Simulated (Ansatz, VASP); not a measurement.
# One calculation of CsCl, two programs

```xyz
2
Lattice="4.1194 0.0000 0.0000 0.0000 4.1194 0.0000 0.0000 0.0000 4.1194" Properties=species:S:1:pos:R:3 pbc="T T T"
Cs    0.0000    0.0000    0.0000
Cl    2.0597    2.0597    2.0597
```

Alike in both runs: task single point; functional PBE; k mesh 6 × 6 × 6; no spin polarisation.

```csv
,VASP,Ansatz
version,VASP 6.6.1,Ansatz 0.2.0
potentials or method,"VASP PAW PBE potentials, release 64 (Cs_sv, Cl)","plane waves, PAW"
plane-wave cutoff (eV),500,420
occupations,"gaussian, width 0.01 eV",fixed
valence electrons in the cell,16,16
```

```tsv
	VASP	Ansatz	Ansatz less VASP
gap on the k mesh at the Fermi level (eV)	5.27	5.28	+0.012
pressure (GPa)	1.1	1.1	-0.02
```

Neither program's run includes spin-orbit coupling.
